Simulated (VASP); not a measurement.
# GaN (F-43m) in VASP: notebook

The runs below take GaN through single point, with PBEsol+D4, RPBE, revPBE+D3(BJ).

Everything below comes from runs of VASP 6.6.1. Logs are shortened: lines on timing, memory, paths and dates and some standing lists are left out, and cuts for length are marked.

### 1 The cell of the first run

It takes space group F-43m (No. 216, cubic). Conventional cell: a = 4.473 Å, b = 4.473 Å, c = 4.473 Å, α = 90.00°, β = 90.00°, γ = 90.00°. Within 2.6 Å of Ga (site symmetry -43m) lie 4 N at 1.94 Å. Within 2.6 Å of N (site symmetry -43m) lie 4 Ga at 1.94 Å.

### 2 Single point, PBEsol+D4

The input, INCAR:

```
ALGO = Normal
EDIFF = 1E-6
ENCUT = 520
GGA = PS
ISIF = 2
ISMEAR = -1
IVDW = 13
LASPH = T
LCHARG = F
LREAL = F
LWAVE = F
NBANDS = 16
NELM = 60
PREC = Accurate
SIGMA = 0.05
```

The input, KPOINTS:

```
k-points
0
Gamma
  10 10 10
```

The input, POSCAR:

```
GaN
1.0
    0.0000000000      2.2363267222      2.2363267222
    2.2363267222      0.0000000000      2.2363267222
    2.2363267222      2.2363267222      0.0000000000
Ga N
1 1
Direct
    0.0000000000      0.0000000000      0.0000000000
    0.2500000000      0.2500000000      0.2500000000
```

Potentials or basis: VASP PAW PBE potentials, release 64 (Ga_d, N).

The run is started by

```bash
cat potpaw_PBE.64/Ga_d/POTCAR potpaw_PBE.64/N/POTCAR > POTCAR
mpirun -np 1 vasp_std > vasp.out
```

OUTCAR:

```text
EDIFF = 1E-6
   ENCUT = 520
   GGA = PS
   ISIF = 2
   ISMEAR = -1
   IVDW = 13
   LASPH = T
   LREAL = F
   NELM = 60
   PREC = Accurate

 ion  position               nearest neighbor table
   1  0.000  0.000  0.000-   2 1.94   2 1.94   2 1.94   2 1.94
   2  0.250  0.250  0.250-   1 1.94   1 1.94   1 1.94   1 1.94

  LATTYP: Found a face centered cubic cell.
 ALAT       =     4.4726534444

  Lattice vectors:

 A1 = (   0.0000000000,   2.2363267222,   2.2363267222)
 A2 = (   2.2363267222,   0.0000000000,   2.2363267222)
 A3 = (   2.2363267222,   2.2363267222,   0.0000000000)

Analysis of symmetry for initial positions (statically):
=====================================================================
 Subroutine PRICEL returns:
 Original cell was already a primitive cell.

 Routine SETGRP: Setting up the symmetry group for a
 face centered cubic supercell.

 Subroutine GETGRP returns: Found 24 space group operations
 (whereof 24 operations were pure point group operations)
 out of a pool of 48 trial point group operations.

The static configuration has the point symmetry T_d .

Analysis of symmetry for dynamics (positions and initial velocities):
=====================================================================
 Subroutine PRICEL returns:
 Original cell was already a primitive cell.

 Routine SETGRP: Setting up the symmetry group for a
 face centered cubic supercell.

 Subroutine GETGRP returns: Found 24 space group operations
 (whereof 24 operations were pure point group operations)
 out of a pool of 48 trial point group operations.

The dynamic configuration has the point symmetry T_d .

 Subroutine INISYM returns: Found 24 space group operations
 (whereof 24 operations are pure point group operations),
 and found     1 'primitive' translations

----------------------------------------------------------------------------------------

                                     Primitive cell

  volume of cell :      22.3684

  direct lattice vectors                    reciprocal lattice vectors
     0.000000000  2.236326722  2.236326722    -0.223580926  0.223580926  0.223580926
     2.236326722  0.000000000  2.236326722     0.223580926 -0.223580926  0.223580926
     2.236326722  2.236326722  0.000000000     0.223580926  0.223580926 -0.223580926

  length of vectors
     3.162643580  3.162643580  3.162643580     0.387253524  0.387253524  0.387253524

[... 78 lines left out ...]
   ENCUT  =  520.0 eV  38.22 Ry    6.18 a.u.   5.88  5.88  5.88*2*pi/ulx,y,z
   NELM   =     60;   NELMIN=  2; NELMDL= -5     # of ELM steps
   EDIFF  = 0.1E-05   stopping-criterion for ELM
   LREAL  =      F    real-space projection
   EDIFFG = 0.1E-04   stopping-criterion for IOM
   NSW    =      0    number of steps for IOM
   IBRION =     -1    ionic relax: 0-MD 1-quasi-New 2-CG
   NFREE  =      0    steps in history (QN), initial steepest desc. (CG)
   ISIF   =      2    stress and relaxation
   ISYM   =      2    0-nonsym 1-usesym 2-fastsym
   POTIM  = 0.5000    time-step for ionic-motion
   TEBEG  =    0.0;   TEEND  =   0.0 temperature during run
   PSTRESS=    0.0 pullay stress
   NELECT =      18.0000    total number of electrons
   NUPDOWN=      -1.0000    fix difference up-down
   EMIN   =  10.00;   EMAX   =-10.00  energy-range for DOS
   EFERMI =   0.00;   METHOD = LEGACY
   ISMEAR =    -1;   SIGMA  =   0.05  broadening in eV -4-tet -1-fermi 0-gaus
   EFERMI_NEDOS =   21; number of points for ismear=-14 and -15
   IALGO  =     38    algorithm
   IMIX   =      4    mixing-type and parameters
     AMIX     =   0.40;   BMIX     =  1.00
     AMIX_MAG =   1.60;   BMIX_MAG =  1.00
  volume/ion in A,a.u.               =      11.18        75.47
  Fermi-wavevector in a.u.,A,eV,Ry     =   1.522721  2.877526 31.547558  2.318680
  Thomas-Fermi vector in A             =   2.631262
   LORBIT       =      0    0 simple, 1 ext, 2 COOP (PROOUT), +10 PAW based schemes
   GGA     = PS    functional components
   LHFCALC =     F    Hartree Fock is set to
   AEXX    =    0.0000 exact exchange contribution
   IVDW    =    13    specifies the selected vdW correction
   LEPSILON=     F    determine dielectric tensor
   LRPA    =     F    only Hartree local field effects (RPA)
 non-spin polarized calculation
  energy-cutoff  :      520.00
  volume of cell :       22.37
 maximum number of plane-waves:       620
   NGX = 11   NGY = 11   NGZ = 11

 number of electron      18.0000016 magnetization

 Free energy of the ion-electron system (eV)
  ---------------------------------------------------
  ext. energy  EPLUGINS =         0.00000000
  ---------------------------------------------------
  free energy    TOTEN  =       -13.11890511 eV

  energy without entropy =      -13.11890511  energy(sigma->0) =      -13.11890511

 E-fermi :   6.3424     XC(G=0): -12.0257

 val. band max:        5.4028955573   @ k =   0.0000   0.0000   0.0000
 cond. band min:       7.2326013310   @ k =   0.0000   0.0000   0.0000
 fundamental gap:      1.8297057737
 Fermi energy:         6.3424114055

 k-point     1 :       0.0000    0.0000    0.0000
  band No.  band energies     occupation
      1     -10.7299      2.00000
      2      -8.0233      2.00000
      3      -8.0233      2.00000
      4      -8.0233      2.00000
      5      -7.6740      2.00000
      6      -7.6740      2.00000
[... 433 lines left out ...]
      3      -7.7805      2.00000
      4      -7.7793      2.00000
      5      -7.6087      2.00000
      6      -6.7871      2.00000
[... 8 lines left out ...]
     15      27.9728      0.00000
     16      27.9867      0.00000

 [... further k-points ...]

------------------------ aborting loop because EDIFF is reached ----------------------------------------

  DFT-D4 for vdW energy calculation

  Edisp (eV):   -0.46749

  FORCE on cell =-STRESS in cart. coord.  units (eV):
  Direction    XX          YY          ZZ          XY          YZ          ZX
  --------------------------------------------------------------------------------------
  -------------------------------------------------------------------------------------
  Total      -0.03207    -0.03207    -0.03207     0.00000     0.00000     0.00000
  in kB      -2.29676    -2.29676    -2.29676     0.00000     0.00000     0.00000
  external pressure =       -2.30 kB  Pullay stress =        0.00 kB

 VOLUME and BASIS-vectors are now :
 -----------------------------------------------------------------------------
  energy-cutoff  :      520.00
  volume of cell :       22.37
      direct lattice vectors                 reciprocal lattice vectors
     0.000000000  2.236326722  2.236326722    -0.223580926  0.223580926  0.223580926
     2.236326722  0.000000000  2.236326722     0.223580926 -0.223580926  0.223580926
     2.236326722  2.236326722  0.000000000     0.223580926  0.223580926 -0.223580926

 POSITION                                       TOTAL-FORCE (eV/Angst)
 -----------------------------------------------------------------------------------
      0.00000      0.00000      0.00000         0.000000      0.000000      0.000000
      1.11816      1.11816      1.11816        -0.000000     -0.000000     -0.000000
 -----------------------------------------------------------------------------------
    total drift:                                0.000001      0.000001      0.000001

  FREE ENERGIE OF THE ION-ELECTRON SYSTEM (eV)
  ---------------------------------------------------
  free  energy   TOTEN  =       -13.5863965017 eV

  energy  without entropy=      -13.5863965016  energy(sigma->0) =      -13.58639650
```

stdout:

```text
POSCAR found type information on POSCAR GaN
 POSCAR found :  2 types and       2 ions
 scaLAPACK will be used
 -----------------------------------------------------------------------------
|                                                                             |
|                                                                             |
|     You enforced a specific xc type in the INCAR file but a different       |
|     I HOPE YOU KNOW WHAT YOU ARE DOING!                                     |
|                                                                             |
 -----------------------------------------------------------------------------

 LDA part: xc-table for (Slater+PW92), standard interpolation
 POSCAR, INCAR and KPOINTS ok, starting setup
 FFT: planning ... GRIDC
 FFT: planning ... GRID_SOFT
 FFT: planning ... GRID
 WAVECAR not read
 entering main loop
```

It took 17 s on 1 thread of Intel Xeon Platinum 8259CL at 2.50GHz (Skylake/Cascade Lake), shared host; peak memory 0.15 GiB.

What came out:

- Free energy: -13.5864 eV
- Pressure: -0.2 GPa
- Band gap on the k mesh: 1.83 eV, direct
- Dispersion energy per atom: -0.234 eV

Caveat: the PAW data sets were made with another functional, which shifts forces and pressure a little.

### 3 Single point, RPBE

This run uses another cell than the first one, of 11.21 Å³/atom, 1.003 times its volume.

The input, INCAR:

```
PREC = Accurate
ENCUT = 520
EDIFF = 1E-7
ISMEAR = -1
SIGMA = 0.05
LREAL = False
LASPH = True
NELM = 100
ALGO = Normal
ISIF = 2
LWAVE = False
LCHARG = False
GGA = RP
NBANDS = 16
```

The input, KPOINTS:

```
regular mesh
0
Gamma
  10 10 10
```

The input, POSCAR:

```
GaN
1.0
    0.0000000000      2.2383759866      2.2383759866
    2.2383759866      0.0000000000      2.2383759866
    2.2383759866      2.2383759866      0.0000000000
Ga N
1 1
Direct
    0.0000000000      0.0000000000      0.0000000000
    0.2500000000      0.2500000000      0.2500000000
```

Potentials or basis: VASP PAW PBE potentials, release 64 (Ga_d, N).

The run is started by

```bash
cat potpaw_PBE.64/Ga_d/POTCAR potpaw_PBE.64/N/POTCAR > POTCAR
mpirun -np 1 vasp_std > vasp.out
```

OUTCAR:

```text
PREC = Accurate
   ENCUT = 520
   EDIFF = 1E-7
   ISMEAR = -1
   LREAL = False
   LASPH = True
   NELM = 100
   ISIF = 2
   GGA = RP

 ion  position               nearest neighbor table
   1  0.000  0.000  0.000-   2 1.94   2 1.94   2 1.94   2 1.94
   2  0.250  0.250  0.250-   1 1.94   1 1.94   1 1.94   1 1.94

  LATTYP: Found a face centered cubic cell.
 ALAT       =     4.4767519732

  Lattice vectors:

 A1 = (   0.0000000000,   2.2383759866,   2.2383759866)
 A2 = (   2.2383759866,   0.0000000000,   2.2383759866)
 A3 = (   2.2383759866,   2.2383759866,   0.0000000000)

Analysis of symmetry for initial positions (statically):
=====================================================================
 Subroutine PRICEL returns:
 Original cell was already a primitive cell.

 Routine SETGRP: Setting up the symmetry group for a
 face centered cubic supercell.

 Subroutine GETGRP returns: Found 24 space group operations
 (whereof 24 operations were pure point group operations)
 out of a pool of 48 trial point group operations.

The static configuration has the point symmetry T_d .
[... 153 lines left out ...]
  ---------------------------------------------------
  ext. energy  EPLUGINS =         0.00000000
  ---------------------------------------------------
  free energy    TOTEN  =       -11.27219567 eV

  energy without entropy =      -11.27219567  energy(sigma->0) =      -11.27219567

 E-fermi :   6.6599     XC(G=0): -11.5838

 val. band max:        5.6368984780   @ k =   0.0000   0.0000   0.0000
 cond. band min:       7.5439039189   @ k =   0.0000   0.0000   0.0000
 fundamental gap:      1.9070054409
 Fermi energy:         6.6598914983

 k-point     1 :       0.0000    0.0000    0.0000
  band No.  band energies     occupation
      1     -10.5092      2.00000
      2      -7.8255      2.00000
      3      -7.8255      2.00000
      4      -7.8255      2.00000
      5      -7.4851      2.00000
      6      -7.4851      2.00000
[... 433 lines left out ...]
      3      -7.5879      2.00000
      4      -7.5876      2.00000
      5      -7.4216      2.00000
      6      -6.6021      2.00000
[... 8 lines left out ...]
     15      28.3155      0.00000
     16      28.3619      0.00000

 [... further k-points ...]
[... 5 lines left out ...]
  --------------------------------------------------------------------------------------
  -------------------------------------------------------------------------------------
  Total        1.8318663      1.8318663      1.8318663      0.0000000      0.0000000     -0.0000000
  in kB      130.8504562    130.8504562    130.8504562      0.0000000      0.0000000     -0.0000000
  external PRESSURE =     130.8504562 kB  Pullay stress =       0.0000000 kB

 VOLUME and BASIS-vectors are now :
 -----------------------------------------------------------------------------
  energy-cutoff  :      520.00
  volume of cell :       22.43
      direct lattice vectors                 reciprocal lattice vectors
     0.000000000  2.238375987  2.238375987    -0.223376235  0.223376235  0.223376235
     2.238375987  0.000000000  2.238375987     0.223376235 -0.223376235  0.223376235
     2.238375987  2.238375987  0.000000000     0.223376235  0.223376235 -0.223376235

 POSITION                                       TOTAL-FORCE (eV/Angst)
 -----------------------------------------------------------------------------------
      0.00000      0.00000      0.00000        -0.000000     -0.000000     -0.000000
      1.11919      1.11919      1.11919         0.000000      0.000000      0.000000
 -----------------------------------------------------------------------------------
    total drift:                                0.000001      0.000001      0.000001

  FREE ENERGIE OF THE ION-ELECTRON SYSTEM (eV)
  ---------------------------------------------------
  free  energy   TOTEN  =       -11.2721956714 eV

  energy  without entropy=      -11.2721956713  energy(sigma->0) =      -11.27219567
```

OSZICAR:

```text
N       E                     dE             d eps       ncg     rms          rms(c)
DAV:   1     0.839815241808E+02    0.83982E+02   -0.94077E+03  1688   0.203E+03
DAV:   2    -0.730072165704E+01   -0.91282E+02   -0.84935E+02  1752   0.339E+02
DAV:   3    -0.132023462550E+02   -0.59016E+01   -0.58766E+01  1704   0.714E+01
DAV:   4    -0.132684931372E+02   -0.66147E-01   -0.66132E-01  1928   0.799E+00
DAV:   5    -0.132693966167E+02   -0.90348E-03   -0.90347E-03  1760   0.835E-01    0.779E+00
DAV:   6    -0.112535099579E+02    0.20159E+01   -0.47445E+00  2296   0.396E+01    0.271E+00
DAV:   7    -0.112720188077E+02   -0.18509E-01   -0.33601E-01  1632   0.639E+00    0.181E+00
DAV:   8    -0.112754977924E+02   -0.34790E-02   -0.49510E-02  1680   0.340E+00    0.708E-01
DAV:   9    -0.112717688982E+02    0.37289E-02   -0.13858E-02  2232   0.288E+00    0.182E-01
DAV:  10    -0.112723150803E+02   -0.54618E-03   -0.19335E-03  1728   0.649E-01    0.950E-02
DAV:  11    -0.112721848959E+02    0.13018E-03   -0.37870E-04  2112   0.288E-01    0.156E-02
DAV:  12    -0.112721962857E+02   -0.11390E-04   -0.47681E-05  1752   0.652E-02    0.165E-02
DAV:  13    -0.112721957651E+02    0.52061E-06   -0.15424E-06  1872   0.181E-02    0.427E-03
DAV:  14    -0.112721956714E+02    0.93714E-07   -0.99822E-08  1400   0.435E-03
   1 F= -.11272196E+02 E0= -.11272196E+02  d E =-.561426E-10
```

Wall time 14 s (1 thread of Intel Xeon Platinum 8259CL at 2.50GHz (Skylake/Cascade Lake), shared host); peak memory 0.14 GiB.

What came out:

```yaml
Free_energy: -11.2722 eV
Pressure: 13.1 GPa
Band_gap_on_the_k_mesh: 1.91 eV, direct
```

Levels at points of the mesh, in eV from the valence-band top:
| k point | band 7 | band 8 | band 9 | band 10 | band 11 | band 12 |
| --- | --- | --- | --- | --- | --- | --- |
| (0.00, 0.00, 0.00) | 0.00 | 0.00 | 0.00 | 1.91 | 10.50 | 10.50 |
| (0.50, 0.00, 0.00) | -7.13 | -0.99 | -0.99 | 4.86 | 8.92 | 10.53 |
| (0.50, 0.50, 0.00) | -6.17 | -2.76 | -2.76 | 3.42 | 6.88 | 11.99 |

Caveat: the PAW data sets were made with another functional, which shifts forces and pressure a little.

### 4 Single point, revPBE+D3(BJ)

This run uses another cell than the first one, of 11.21 Å³/atom, 1.003 times its volume.

Changes to INCAR since step 3:

```diff
@@ -12,3 +12,4 @@
 LCHARG = False
-GGA = RP
+GGA = RE
+IVDW = 12
 NBANDS = 16
```

The input, KPOINTS:

```
Automatic mesh
0
Gamma
  10 10 10
```

POSCAR is that of step 3.

The run is started by

```bash
cat potpaw_PBE.64/Ga_d/POTCAR potpaw_PBE.64/N/POTCAR > POTCAR
mpirun -np 1 vasp_std > vasp.out
```

Wall time 14 s (1 thread of Intel Xeon Platinum 8259CL at 2.50GHz (Skylake/Cascade Lake), shared host); peak memory 0.15 GiB.

Results (log left out):

| Item | Value |
| --- | --- |
| Free energy | -12.4130 eV |
| Pressure | 4.3 GPa |
| Band gap on the k mesh | 1.89 eV, direct |
| Dispersion energy per atom | -0.502 eV |

Levels at points of the mesh, in eV from the valence-band top:
```
           k point  band 6  band 7  band 8  band 9  band 10  band 11  band 12  band 13
(0.00, 0.00, 0.00)  -13.12    0.00    0.00    0.00     1.89    10.48    10.48    10.48
(0.50, 0.00, 0.00)  -11.89   -7.14   -0.99   -0.99     4.84     8.89    10.52    10.52
(0.50, 0.50, 0.00)  -11.48   -6.18   -2.76   -2.76     3.40     6.85    11.95    14.26
```

Caveat: the PAW data sets were made with another functional, which shifts forces and pressure a little. Expect the measured gap to be larger: semilocal functionals such as revPBE lack the derivative discontinuity.

### 5 The runs side by side

| level | cell | gap on the mesh (eV) | pressure (GPa) |
| --- | --- | --- | --- |
| PBEsol+D4 | a = 3.163 Å, angles 60.0°, 2 atoms | 1.83 | -0.2 |
| RPBE | a = 3.166 Å, angles 60.0°, 2 atoms | 1.91 | 13.1 |
| revPBE+D3(BJ) | a = 3.166 Å, angles 60.0°, 2 atoms | 1.89 | 4.3 |

Alike in all rows: task single point; potentials or basis VASP PAW PBE potentials, release 64 (Ga_d, N); no spin polarisation; k mesh 10 × 10 × 10; cutoff (eV) 520; smearing fermi-dirac 0.05 eV.

Caveats: the PAW data sets were made with another functional, which shifts forces and pressure a little.

Total energies depend on the potentials used, so only differences within one code and one set of settings carry meaning.
